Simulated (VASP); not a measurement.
Ir:

```
CELL_PARAMETERS angstrom
0.00000 1.91560 1.91560
1.91560 0.00000 1.91560
1.91560 1.91560 0.00000
ATOMIC_POSITIONS crystal
Ir 0.00000 0.00000 0.00000
```

| Property | Result |
| --- | --- |
| Program | VASP 6.6.1 |
| Task | relaxation of cell and atoms |
| Functional | BLYP |
| Potentials or basis | VASP PAW PBE potentials, release 64 (Ir) |
| Cutoff | 600 eV |
| k mesh | 12 × 12 × 12 |
| Occupations | fermi-dirac, width 0.05 eV |
| Spin | no spin polarisation |

At the start: pressure 32.3 GPa; volume 14.06 Å³/atom.

Question: How do energy, volume and symmetry change on relaxing?

Answer: Over 5 steps the energy falls by 118.7 meV/atom and the volume is 15.35 Å³/atom (+9.2 %); space group Fm-3m (No. 225, to 0.05 Å).

The path:
| step | energy change (eV) | largest force (eV/Å) | pressure (GPa) | volume (Å³) |
| --- | --- | --- | --- | --- |
| 1 | 0.0000 | 0.0000 | 32.27 | 14.06 |
| 2 | 0.7666 | 0.0000 | -38.77 | 20.64 |
| 3 | -0.1165 | 0.0000 | -3.52 | 15.54 |
| 4 | -0.1186 | 0.0000 | -0.56 | 15.38 |
| 5 | -0.1187 | 0.0000 | 0.01 | 15.35 |

Final structure:
```xyz
1
Lattice="0.0000 1.9724 1.9724 1.9724 0.0000 1.9724 1.9724 1.9724 0.0000" Properties=species:S:1:pos:R:3 pbc="T T T"
Ir    0.0000    0.0000    0.0000
```

Caveat: the PAW data sets were made with another functional, which shifts forces and pressure a little.
